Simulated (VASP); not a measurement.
# Sb (P6_3/mmc) in VASP: a series of runs, part 2 of 2

VASP 6.6.1. Earlier steps stand in the parts before.

## (4) Electric field gradients, PBEsol (volume scaled by 1.01)

Contents of INCAR:

```
  ALGO = Normal
  EDIFF = 1E-8
  ENCUT = 520
  GGA = PS
  ISIF = 2
  ISMEAR = -1
  LASPH = True
  LCHARG = False
  LEFG = True
  LREAL = False
  LWAVE = False
  NBANDS = 12
  NELM = 60
  PREC = Accurate
  SIGMA = 0.05
```

Contents of KPOINTS:

```
k-points
0
Gamma
  12 12 7
```

Contents of POSCAR:

```
Sb
1.0
    3.3801929534      0.0000000000      0.0000000000
   -1.6900964767      2.9273329673      0.0000000000
    0.0000000000      0.0000000000      5.3477077713
Sb
2
Direct
    0.3333333333      0.6666666667      0.2500000000
    0.6666666667      0.3333333333      0.7500000000
```

Potentials or basis: VASP PAW PBE potentials, release 64 (Sb).

Started as:

```
$ cat potpaw_PBE.64/Sb/POTCAR > POTCAR
$ mpirun -np 1 vasp_std > vasp.out
```

OUTCAR:

```text
EDIFF = 1E-8
   ENCUT = 520
   GGA = PS
   ISIF = 2
   ISMEAR = -1
   LASPH = True
   LREAL = False
   NELM = 60
   PREC = Accurate

 ion  position               nearest neighbor table
   1  0.333  0.667  0.250-   2 3.31   2 3.31   2 3.31   2 3.31   2 3.31   2 3.31
   2  0.667  0.333  0.750-   1 3.31   1 3.31   1 3.31   1 3.31   1 3.31   1 3.31

  LATTYP: Found a hexagonal cell.
 ALAT       =     3.3801929534
 C/A-ratio  =     1.5820717471

  Lattice vectors:

 A1 = (   3.3801929534,   0.0000000000,   0.0000000000)
 A2 = (  -1.6900964767,   2.9273329673,   0.0000000000)
 A3 = (   0.0000000000,   0.0000000000,   5.3477077713)

Analysis of symmetry for initial positions (statically):
[... 35 lines left out ...]
                                     Primitive cell

  volume of cell :      52.9153

  direct lattice vectors                    reciprocal lattice vectors
     3.380192953  0.000000000  0.000000000     0.295841100  0.170803938  0.000000000
    -1.690096477  2.927332967  0.000000000     0.000000000  0.341607877  0.000000000
     0.000000000  0.000000000  5.347707771     0.000000000  0.000000000  0.186996007

  length of vectors
     3.380192953  3.380192953  5.347707771     0.341607877  0.341607877  0.186996007

  position of ions in fractional coordinates (direct lattice)
     0.333333333  0.666666667  0.250000000
     0.666666667  0.333333333  0.750000000

  ion indices of the primitive-cell ions
   primitive index   ion index
                 1           1
                 2           2

----------------------------------------------------------------------------------------

 KPOINTS: k-points

Automatic generation of k-mesh.
 Grid dimensions read from file:
 generate k-points for:   12   12    7
[... 129 lines left out ...]
      9      15.9822      0.00000
     10      17.4188      0.00000
     11      18.4910      0.00000
     12      18.4910      0.00000
[... 331 lines left out ...]
 k-point    24 :       0.3333    0.0000    0.1429
  band No.  band energies     occupation
      1      -2.4771      2.00000
      2       0.6295      2.00000
      3       4.4249      2.00000
      4       5.8173      2.00000
      5       7.6114      2.00000
      6       9.3543      0.00000
      7      11.1441      0.00000
      8      12.4700      0.00000
      9      13.5568      0.00000
     10      15.8065      0.00000
     11      17.6180      0.00000
     12      18.4479      0.00000

 [... further k-points ...]
[... 5 lines left out ...]
  --------------------------------------------------------------------------------------
  -------------------------------------------------------------------------------------
  Total       -0.1400565     -0.1400565     -0.5448321      0.0000000     -0.0000000      0.0000000
  in kB       -4.2406499     -4.2406499    -16.4965063      0.0000000     -0.0000000      0.0000000
  external PRESSURE =      -8.3259354 kB  Pullay stress =       0.0000000 kB

 VOLUME and BASIS-vectors are now :
 -----------------------------------------------------------------------------
  energy-cutoff  :      520.00
  volume of cell :       52.92
      direct lattice vectors                 reciprocal lattice vectors
     3.380192953  0.000000000  0.000000000     0.295841100  0.170803938  0.000000000
    -1.690096477  2.927332967  0.000000000     0.000000000  0.341607877  0.000000000
     0.000000000  0.000000000  5.347707771     0.000000000  0.000000000  0.186996007

 POSITION                                       TOTAL-FORCE (eV/Angst)
 -----------------------------------------------------------------------------------
     -0.00000      1.95156      1.33693        -0.000000     -0.000000      0.000000
      1.69010      0.97578      4.01078         0.000000      0.000000      0.000000
 -----------------------------------------------------------------------------------
    total drift:                               -0.000000      0.000000      0.000000

  FREE ENERGIE OF THE ION-ELECTRON SYSTEM (eV)
  ---------------------------------------------------
  free  energy   TOTEN  =        -8.6795678261 eV

  energy  without entropy=       -8.6692306841  energy(sigma->0) =       -8.67439926

 Electric field gradients (V/A^2)
---------------------------------------------------------------------
 ion       V_xx      V_yy      V_zz      V_xy      V_xz      V_yz
---------------------------------------------------------------------
   1     -10.585   -10.585    21.170     0.000     0.000    -0.000
   2     -10.585   -10.585    21.170     0.000    -0.000     0.000
---------------------------------------------------------------------

 Electric field gradients after diagonalization (V/A^2)
 (convention: |V_zz| > |V_xx| > |V_yy|)
----------------------------------------------------------------------
 ion       V_xx      V_yy      V_zz     asymmetry (V_yy - V_xx)/ V_zz
----------------------------------------------------------------------
   1     -10.585   -10.585    21.170       0.000
   2     -10.585   -10.585    21.170       0.000
----------------------------------------------------------------------

           NMR quadrupolar parameters

 Cq : quadrupolar parameter    Cq=e*Q*V_zz/h
 eta: asymmetry parameters     (V_yy - V_xx)/ V_zz
 Q  : nuclear electric quadrupole moment in mb (millibarn)
----------------------------------------------------------------------
 ion       Cq(MHz)       eta       Q (mb)
----------------------------------------------------------------------
   1       0.051       0.000       1.000
   2       0.051       0.000       1.000
----------------------------------------------------------------------
```

Run time: 15 s. Hardware: 1 thread of Intel Xeon 6975P-C (Granite Rapids), shared host; peak memory 0.2 GiB.

What came out:

```
Free energy            : -8.6796 eV
Pressure               : -0.8 GPa
Band gap on the k mesh : zero (band 5 reaches 12.58 eV, above the bottom of band 6 at 5.70 eV)
```

Stress tensor (GPa, compression positive):
```
-0.42  0.00  0.00
 0.00 -0.42  0.00
 0.00  0.00 -1.65
```

Electric field gradients, principal values (V/Å²):
```
atom    least   middle  greatest (by size)
1 Sb  -10.585  -10.585              21.170
2 Sb  -10.585  -10.585              21.170
```

Caveat: without QUAD_EFG the Cq values of the log hold for a quadrupole moment of 1 mb, not for the nuclei; the PAW data sets were made with another functional, which shifts forces and pressure a little; spin-orbit coupling is left out, which moves the levels of the heavy elements.
